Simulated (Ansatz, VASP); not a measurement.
Given: the input of a run of VASP 6.6.1 on PbSe.

File POSCAR:

```
PbSe
1.0
    3.7843220000      0.0000000000      0.0000000000
    0.0000000000      3.7843220000      0.0000000000
    0.0000000000      0.0000000000      3.7843220000
Pb Se
1 1
Direct
    0.0000000000      0.0000000000      0.0000000000
    0.5000000000      0.5000000000      0.5000000000
```

Contents of INCAR.step1:

```
SYSTEM = PbSe
PREC = Accurate ; ENCUT = 520
EDIFF = 1E-5 ; ISMEAR = -1
SIGMA = 0.05 ; LREAL = .False.
LASPH = .True. ; NELM = 60
ALGO = Normal ; ISIF = 2
LWAVE = .True. ; LCHARG = .False.
GGA = PE ; NBANDS = 17
```

INCAR.step2

```
SYSTEM = PbSe
PREC = Accurate ; ENCUT = 520
EDIFF = 1E-6 ; ISMEAR = -1
SIGMA = 0.05 ; LREAL = .False.
LASPH = .True. ; NELM = 60
ALGO = Normal ; ISIF = 2
LWAVE = .False. ; LCHARG = .False.
GGA = PE ; LHFCALC = .True.
AEXX = 0.4 ; HFSCREEN = 0.2
PRECFOCK = Normal ; ISTART = 1
NBANDS = 17
```

The input KPOINTS:

```
regular mesh
0
Gamma
  4 4 4
  0 0 0
```

Potentials or basis: VASP PAW PBE potentials, release 64 (Pb_d, Se).

Run with:

```sh
$ cat potpaw_PBE.64/Pb_d/POTCAR potpaw_PBE.64/Se/POTCAR > POTCAR
$ cp INCAR.step1 INCAR
$ mpirun -np 1 vasp_std > vasp.out
$ cp INCAR.step2 INCAR
$ mpirun -np 1 vasp_std > vasp.out
```

Problem. Set up the same calculation for Ansatz 0.2.0. Potentials there: Ansatz PAW.

Solution. As run (the cutoff follows the program's own potentials):

input.yaml

```yaml
crystal:
  lattice:
    - [3.784322, 0.0, 0.0]
    - [0.0, 3.784322, 0.0]
    - [0.0, 0.0, 3.784322]
  atoms:
    - { symbol: Pb, position: [0.0, 0.0, 0.0] }
    - { symbol: Se, position: [0.5, 0.5, 0.5] }
hamiltonian:
  xc: { exchange: pbe, correlation: pbe, exx: { coeff: 0.4, omega: 0.2 } }
  pseudopotentials: { kind: paw }
kpoints:
  mp_grid: { grid: [4, 4, 4] }
scf:
  occupations: { method: fermi_dirac, width: 0.05 }
output:
  forces: true
  stress: true
  eigenvalues: true
```

Potentials or basis: Ansatz PAW.

Launch:

```sh
$ ansatz run input.yaml --threads 2 --pin off --max-ram 5632MiB --backend cpu --events-out ev --progress --plain --runs-dir out
```

Both were run:

|  | VASP | Ansatz | Ansatz less VASP |
| --- | --- | --- | --- |
| pressure (GPa) | -1.7 | -1.6 | +0.09 |

VASP's potentials were made for PBE, not for PBE-based screened hybrid. With one functional, cell and mesh, what is left measures potentials, basis and numerics. VASP's potentials hold 20 valence electrons a cell and Ansatz's 30, so a difference there can come from the potentials and not from the codes.

Neither program's run includes spin-orbit coupling.
